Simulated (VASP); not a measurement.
# LiF (Fm-3m) in VASP: further runs, part 2 of 2

VASP 6.6.1. Earlier steps stand in the parts before.

### 4 Vibrations by perturbation theory, LDA

This run uses another cell than the first one, of 7.09 Å³/atom, 1.131 times its volume.

File INCAR:

```
SYSTEM = LiF
PREC = Accurate
ENCUT = 520
EDIFF = 1E-8
ISMEAR = 0
SIGMA = 0.01
LREAL = .FALSE.
LASPH = .TRUE.
NELM = 80
ALGO = Normal
ISIF = 2
LWAVE = .FALSE.
LCHARG = .FALSE.
GGA = CA
NBANDS = 12
IBRION = 8
NSW = 1
LEPSILON = .TRUE.
```

File KPOINTS:

```
Automatic mesh
0
G
  10 10 10
  0 0 0
```

File POSCAR:

```
LiF
1.0
    0.0000000000      1.9211150754      1.9211150754
    1.9211150754      0.0000000000      1.9211150754
    1.9211150754      1.9211150754      0.0000000000
Li F
1 1
Direct
    0.0000000000      0.0000000000      0.0000000000
    0.5000000000      0.5000000000      0.5000000000
```

Potentials or basis: VASP PAW LDA potentials, release 64 (Li_sv, F).

Started as:

```bash
> cat potpaw_LDA.64/Li_sv/POTCAR potpaw_LDA.64/F/POTCAR > POTCAR
> mpirun -np 1 vasp_std > vasp.out
```

OUTCAR:

```text
SYSTEM = LiF
   PREC = Accurate
   ENCUT = 520
   EDIFF = 1E-8
   ISMEAR = 0
   LREAL = .FALSE.
   LASPH = .TRUE.
   NELM = 80
   ISIF = 2
   GGA = CA
   IBRION = 8
   NSW = 1
   LEPSILON = .TRUE.

 ion  position               nearest neighbor table
   1  0.000  0.000  0.000-   2 1.92   2 1.92   2 1.92   2 1.92   2 1.92   2 1.92
   2  0.500  0.500  0.500-   1 1.92   1 1.92   1 1.92   1 1.92   1 1.92   1 1.92

  LATTYP: Found a face centered cubic cell.
 ALAT       =     3.8422301508

  Lattice vectors:

 A1 = (   0.0000000000,   1.9211150754,   1.9211150754)
 A2 = (   1.9211150754,   0.0000000000,   1.9211150754)
 A3 = (   1.9211150754,   1.9211150754,   0.0000000000)

Analysis of symmetry for initial positions (statically):
=====================================================================
 Subroutine PRICEL returns:
 Original cell was already a primitive cell.
[... 662 lines left out ...]

 SECOND DERIVATIVES (NOT SYMMETRIZED)
 ------------------------------------
               1X          1Y          1Z          2X          2Y          2Z
  1X    -2.836210    0.000000    0.000000    2.836210    0.000000    0.000000
  1Y     0.000000   -2.836210    0.000000    0.000000    2.836210    0.000000
  1Z     0.000000    0.000000   -2.836210    0.000000    0.000000    2.836210
  2X     2.804966    0.000000    0.000000   -2.804966    0.000000    0.000000
  2Y     0.000000    2.804966    0.000000    0.000000   -2.804966    0.000000
  2Z     0.000000    0.000000    2.804966    0.000000    0.000000   -2.804966

 Eigenvectors and eigenvalues of the dynamical matrix
 ----------------------------------------------------

   1 f  =   11.617590 THz    72.995470 2PiTHz  387.521088 cm-1    48.046470 meV
             X         Y         Z           dx          dy          dz
      0.000000  0.000000  0.000000     0.855944   -0.000000    0.000000
      1.921115  1.921115  1.921115    -0.517069    0.000000    0.000000
[... 21 lines left out ...]
   6 f/i=    0.028478 THz     0.178933 2PiTHz    0.949928 cm-1     0.117776 meV
             X         Y         Z           dx          dy          dz
      0.000000  0.000000  0.000000    -0.056503   -0.076655    0.508224
      1.921115  1.921115  1.921115    -0.093534   -0.126893    0.841302

--------------------------------------------------------------------------------------------------------

 MACROSCOPIC STATIC DIELECTRIC TENSOR IONIC CONTRIBUTION
 ------------------------------------------------------
           4.820484     0.000000     0.000000
           0.000000     4.820484     0.000000
           0.000000     0.000000     4.820484
 ------------------------------------------------------

 ELASTIC MODULI CONTR FROM IONIC RELAXATION (kBar)
 Direction    XX          YY          ZZ          XY          YZ          ZX
 --------------------------------------------------------------------------------
 XX           0.0000      0.0000      0.0000      0.0000      0.0000      0.0000
 YY           0.0000      0.0000      0.0000      0.0000      0.0000      0.0000
 ZZ           0.0000      0.0000      0.0000      0.0000      0.0000      0.0000
 XY           0.0000      0.0000      0.0000      0.0000      0.0000      0.0000
 YZ           0.0000      0.0000      0.0000      0.0000      0.0000      0.0000
 ZX           0.0000      0.0000      0.0000      0.0000      0.0000      0.0000
 --------------------------------------------------------------------------------

 PIEZOELECTRIC TENSOR IONIC CONTR  for field in x, y, z        (C/m^2)
          XX          YY          ZZ          XY          YZ          ZX
  --------------------------------------------------------------------------------
  x     0.00000     0.00000     0.00000     0.00000     0.00000     0.00000
  y     0.00000     0.00000     0.00000     0.00000     0.00000     0.00000
  z     0.00000     0.00000     0.00000     0.00000     0.00000     0.00000
```

stdout:

```text
POSCAR found type information on POSCAR LiF
 POSCAR found :  2 types and       2 ions
 scaLAPACK will be used
 LDA part: xc-table for (Slater(with rela. corr.)+CA(PZ))
 , standard interpolation
 POSCAR, INCAR and KPOINTS ok, starting setup
 FFT: planning ... GRIDC
 FFT: planning ... GRID_SOFT
 FFT: planning ... GRID
[... 24 lines left out ...]
 Linear response to external field, progress :
  Direction:   3
 dielectric tensor                  component  3 :    -0.005     0.094     2.127
 Linear response DOF=           2
 Linear response progress:
 first order change of Fermi-energy   0.28499E-04
 force on displaced ion       1 direction 1 :  -2.836   0.000   0.000
 Born effective charge ion    1 direction 1 :   1.032   0.000   0.000
 Linear response progress:
 first order change of Fermi-energy  -0.15051E-03
 force on displaced ion       2 direction 1 :  -2.805   0.000   0.000
 Born effective charge ion    2 direction 1 :  -1.033   0.000   0.000
 Born effective charges drift removed
 Linear response finished
```

It took 2.8 min on 1 thread of Intel Xeon Platinum 8259CL at 2.50GHz (Skylake/Cascade Lake), shared host; peak memory 0.15 GiB.

Results:

```
Electronic dielectric tensor (diagonal)                 : 2.13
Born charges (mean of the diagonal)                     : Li +1.03; F -1.03 e
Highest phonon frequency at Γ, LO-TO splitting left out : 388 cm⁻¹
```

Phonon frequencies in cm⁻¹ (negative: imaginary):
| q point | frequencies |
| --- | --- |
| (0.000, 0.000, 0.000) | -1 -1 -1 388 388 388 |

Electronic dielectric tensor:
```
2.13 0.00 0.00
0.00 2.13 0.00
0.00 0.00 2.13
```

Born effective charge tensors (e):
atom 1, Li
```
1.03 0.00 0.00
0.00 1.03 0.00
0.00 0.00 1.03
```
atom 2, F
```
-1.03  0.00  0.00
 0.00 -1.03  0.00
 0.00  0.00 -1.03
```

Caveat: the cell wasn't relaxed at this level first, which shifts response properties; the cutoff is under 1.25 times the usual one of these potentials, so pressure, stress and relaxed cells hold a basis-set (Pulay) error.

### 5 Vibrations by perturbation theory, LDA (phonons at volume x 0.98)

Changes to INCAR since step 4:

```diff
@@ -12,3 +12,3 @@
 LWAVE = .FALSE.
-LCHARG = .FALSE.
+LCHARG = .TRUE.
 GGA = CA
```

KPOINTS is that of step 4.

File POSCAR:

```
LiF
1.0
    0.0000000000      1.9413368826      1.9413368826
    1.9413368826      0.0000000000      1.9413368826
    1.9413368826      1.9413368826      0.0000000000
Li F
1 1
Direct
    0.0000000000      0.0000000000      0.0000000000
    0.5000000000      0.5000000000      0.5000000000
```

Potentials or basis: VASP PAW LDA potentials, release 64 (Li_sv, F).

Started as:

```bash
> cat potpaw_LDA.64/Li_sv/POTCAR potpaw_LDA.64/F/POTCAR > POTCAR
> mpirun -np 1 vasp_std > vasp.out
```

OUTCAR:

```text
SYSTEM = LiF
   PREC = Accurate
   ENCUT = 520
   EDIFF = 1E-8
   ISMEAR = 0
   LREAL = .FALSE.
   LASPH = .TRUE.
   NELM = 80
   ISIF = 2
   GGA = CA
   IBRION = 8
   NSW = 1
   LEPSILON = .TRUE.

 ion  position               nearest neighbor table
   1  0.000  0.000  0.000-   2 1.94   2 1.94   2 1.94   2 1.94   2 1.94   2 1.94
   2  0.500  0.500  0.500-   1 1.94   1 1.94   1 1.94   1 1.94   1 1.94   1 1.94

  LATTYP: Found a face centered cubic cell.
 ALAT       =     3.8826737652

  Lattice vectors:

 A1 = (   0.0000000000,   1.9413368826,   1.9413368826)
 A2 = (   1.9413368826,   0.0000000000,   1.9413368826)
 A3 = (   1.9413368826,   1.9413368826,   0.0000000000)

Analysis of symmetry for initial positions (statically):
=====================================================================
 Subroutine PRICEL returns:
 Original cell was already a primitive cell.

 Routine SETGRP: Setting up the symmetry group for a
 face centered cubic supercell.

 Subroutine GETGRP returns: Found 48 space group operations
 (whereof 48 operations were pure point group operations)
 out of a pool of 48 trial point group operations.

The static configuration has the point symmetry O_h .

Analysis of symmetry for dynamics (positions and initial velocities):
=====================================================================
 Subroutine PRICEL returns:
 Original cell was already a primitive cell.

 Routine SETGRP: Setting up the symmetry group for a
 face centered cubic supercell.

 Subroutine GETGRP returns: Found 48 space group operations
 (whereof 48 operations were pure point group operations)
 out of a pool of 48 trial point group operations.

The dynamic configuration has the point symmetry O_h .

 Subroutine INISYM returns: Found 48 space group operations
 (whereof 48 operations are pure point group operations),
 and found     1 'primitive' translations

----------------------------------------------------------------------------------------

                                     Primitive cell

  volume of cell :      14.6330

  direct lattice vectors                    reciprocal lattice vectors
     0.000000000  1.941336883  1.941336883    -0.257554474  0.257554474  0.257554474
     1.941336883  0.000000000  1.941336883     0.257554474 -0.257554474  0.257554474
     1.941336883  1.941336883  0.000000000     0.257554474  0.257554474 -0.257554474

  length of vectors
     2.745464949  2.745464949  2.745464949     0.446097435  0.446097435  0.446097435

  position of ions in fractional coordinates (direct lattice)
     0.000000000  0.000000000  0.000000000
[... 553 lines left out ...]
    -0.00021  0.00000 -0.00000
     0.00000 -0.00021  0.00000
    -0.00000 -0.00000 -0.00005

--------------------------------------- Ionic step        4  -------------------------------------------

------------------------ aborting loop because EDIFF is reached ----------------------------------------

[... ionic steps 5 to 6 ...]

--------------------------------------- Ionic step        7  -------------------------------------------

 Free energy of the ion-electron system (eV)
  ---------------------------------------------------
  ---------------------------------------------------
  free energy    TOTEN  =        -0.50889110 eV

  energy without entropy =       -0.50889110

------------------------ aborting loop because EDIFF is reached ----------------------------------------

 INTERNAL STRAIN TENSOR  FOR ION    2  DIRECTION 1   (eV/Angst):
 -----------------------------------------------------------------------------
     0.00678  0.00000 -0.00000
     0.00000  0.00550  0.00000
     0.00000  0.00000  0.00550

 MACROSCOPIC STATIC DIELECTRIC TENSOR (including local field effects in DFT)
 ------------------------------------------------------
           2.117779    -0.000000    -0.000000
           0.000000     2.117779     0.000000
           0.000000     0.000000     2.117779
 ------------------------------------------------------

 PIEZOELECTRIC TENSOR (including local field effects)  for field in x, y, z        (e  Angst)
          XX          YY          ZZ          XY          YZ          ZX
  --------------------------------------------------------------------------------
  x     0.00000     0.00000     0.00000     0.00000     0.00000     0.00000
  y     0.00000     0.00000     0.00000     0.00000     0.00000     0.00000
  z     0.00000     0.00000     0.00000     0.00000     0.00000     0.00000

 PIEZOELECTRIC TENSOR (including local field effects)  for field in x, y, z        (C/m^2)
          XX          YY          ZZ          XY          YZ          ZX
  --------------------------------------------------------------------------------
  x     0.00000     0.00000     0.00000     0.00000     0.00000     0.00000
  y     0.00000     0.00000     0.00000     0.00000     0.00000     0.00000
  z     0.00000     0.00000     0.00000     0.00000     0.00000     0.00000

 BORN EFFECTIVE CHARGES (including local field effects) (in |e|, cummulative output)
 ---------------------------------------------------------------------------------
 ion    1
    1     1.03585    -0.00000    -0.00000
    2     0.00000     1.03585     0.00000
    3     0.00000     0.00000     1.03585
 ion    2
    1    -1.03585     0.00000     0.00000
    2    -0.00000    -1.03585     0.00000
    3    -0.00000    -0.00000    -1.03585

 INTERNAL STRAIN TENSOR FOR ION    2 for displacements in x,y,z  (eV/Angst):
          X           Y           Z          XY          YZ          ZX
  --------------------------------------------------------------------------------
  x     0.00000     0.00000     0.00000     0.00000     0.00000     0.00000
  y     0.00000     0.00000     0.00000     0.00000     0.00000     0.00000
  z     0.00000     0.00000     0.00000     0.00000     0.00000     0.00000

 SECOND DERIVATIVES (NOT SYMMETRIZED)
 ------------------------------------
               1X          1Y          1Z          2X          2Y          2Z
  1X    -2.439950    0.000000    0.000000    2.439950    0.000000    0.000000
  1Y     0.000000   -2.439950    0.000000    0.000000    2.439950    0.000000
  1Z     0.000000    0.000000   -2.439950    0.000000    0.000000    2.439950
  2X     2.424364    0.000000    0.000000   -2.424364    0.000000    0.000000
  2Y     0.000000    2.424364    0.000000    0.000000   -2.424364    0.000000
  2Z     0.000000    0.000000    2.424364    0.000000    0.000000   -2.424364

 Eigenvectors and eigenvalues of the dynamical matrix
 ----------------------------------------------------

   1 f  =   10.782214 THz    67.746651 2PiTHz  359.655957 cm-1    44.591635 meV
             X         Y         Z           dx          dy          dz
      0.000000  0.000000  0.000000    -0.000000    0.000000   -0.855410
      1.941337  1.941337  1.941337    -0.000000    0.000000    0.517951
[... 21 lines left out ...]
   6 f/i=    0.015307 THz     0.096179 2PiTHz    0.510597 cm-1     0.063306 meV
             X         Y         Z           dx          dy          dz
      0.000000  0.000000  0.000000    -0.270774    0.365456    0.247784
      1.941337  1.941337  1.941337    -0.447190    0.603560    0.409222

--------------------------------------------------------------------------------------------------------

 MACROSCOPIC STATIC DIELECTRIC TENSOR IONIC CONTRIBUTION
 ------------------------------------------------------
           5.455438     0.000000    -0.000000
           0.000000     5.455438     0.000000
          -0.000000     0.000000     5.455438
 ------------------------------------------------------

 ELASTIC MODULI CONTR FROM IONIC RELAXATION (kBar)
 Direction    XX          YY          ZZ          XY          YZ          ZX
 --------------------------------------------------------------------------------
 XX           0.0000      0.0000      0.0000      0.0000      0.0000      0.0000
 YY           0.0000      0.0000      0.0000      0.0000      0.0000      0.0000
 ZZ           0.0000      0.0000      0.0000      0.0000      0.0000      0.0000
 XY           0.0000      0.0000      0.0000      0.0000      0.0000      0.0000
 YZ           0.0000      0.0000      0.0000      0.0000      0.0000      0.0000
 ZX           0.0000      0.0000      0.0000      0.0000      0.0000      0.0000
 --------------------------------------------------------------------------------

 PIEZOELECTRIC TENSOR IONIC CONTR  for field in x, y, z        (C/m^2)
          XX          YY          ZZ          XY          YZ          ZX
  --------------------------------------------------------------------------------
  x     0.00000     0.00000     0.00000     0.00000     0.00000     0.00000
  y     0.00000     0.00000     0.00000     0.00000     0.00000     0.00000
  z     0.00000     0.00000     0.00000     0.00000     0.00000     0.00000
```

Run time: 2.9 min. Hardware: 1 thread of Intel Xeon Platinum 8259CL at 2.50GHz (Skylake/Cascade Lake), shared host; peak memory 0.15 GiB.

What came out:

```yaml
Electronic_dielectric_tensor_diagonal: 2.12
Born_charges_mean_of_the_diagonal: Li +1.04; F -1.04 e
Highest_phonon_frequency_at_Γ_LO-TO_splitting_left_out: 360 cm⁻¹
```

Phonon frequencies in cm⁻¹ (negative: imaginary):
| q point | frequencies |
| --- | --- |
| (0.000, 0.000, 0.000) | -1 -1 -1 360 360 360 |

Electronic dielectric tensor:
```
2.12 0.00 0.00
0.00 2.12 0.00
0.00 0.00 2.12
```

Born effective charge tensors (e):
atom 1, Li
```
1.04 0.00 0.00
0.00 1.04 0.00
0.00 0.00 1.04
```
atom 2, F
```
-1.04  0.00  0.00
 0.00 -1.04  0.00
 0.00  0.00 -1.04
```

Caveat: the cell differs from its parent crystal (phonons at volume x 0.98); the cell wasn't relaxed at this level first, which shifts response properties; the cutoff is under 1.25 times the usual one of these potentials, so pressure, stress and relaxed cells hold a basis-set (Pulay) error.
